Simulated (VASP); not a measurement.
Set up this calculation in VASP 6.6.1, as the native input.

| Quantity | Value |
| --- | --- |
| Task | single point |
| Functional | PBE |
| Potentials or basis | VASP PAW PBE potentials, release 64 (Eu) |
| Cutoff | 520 eV |
| k mesh | 10 × 10 × 10 |
| Occupations | fermi-dirac, width 1 eV |
| Spin | collinear spin, ferromagnetic start |
| Starting moments | [7.02] μB |
| Dipole correction | no |
| Further INCAR settings | ALGO = Normal; EDIFF = 1e-06; NBANDS = 18 |

The structure of Eu lies in POSCAR:

```
Eu
1.0
   -2.1939508085      2.1939508085      2.1939508085
    2.1939508085     -2.1939508085      2.1939508085
    2.1939508085      2.1939508085     -2.1939508085
Eu
1
Direct
    0.0000000000      0.0000000000      0.0000000000
```

These files were run (other wordings do the same):

INCAR

```
SYSTEM = Eu
  PREC = Accurate
  ENCUT = 520
  EDIFF = 1E-6
  ISMEAR = -1
  SIGMA = 1.0
  LREAL = .FALSE.
  LASPH = .TRUE.
  NELM = 150
  ALGO = Normal
  ISIF = 2
  LWAVE = .FALSE.
  LCHARG = .FALSE.
  ISPIN = 2
  MAGMOM = 7.02
  LORBIT = 11
  LMAXMIX = 6
  GGA = PE
  NBANDS = 18
```

KPOINTS

```
regular mesh
0
G
  10 10 10
  0 0 0
```

Potentials or basis: VASP PAW PBE potentials, release 64 (Eu).

Launch:

```console
$ cat potpaw_PBE.64/Eu/POTCAR > POTCAR
$ mpirun -np 1 vasp_std > vasp.out
```

It gave:

```
Pressure                                              : 1.2 GPa
Net moment                                            : 5.15 μB per cell
Site moments                                          : Eu +4.84 μB
Valence electrons inside the program's atomic spheres : Eu 14.57
```

Caveat: so wide a smearing shifts energies and pressures.

Run time: 3 min on 1 thread of Intel Xeon 8259CL (shared host), peak memory 0.22 GiB.
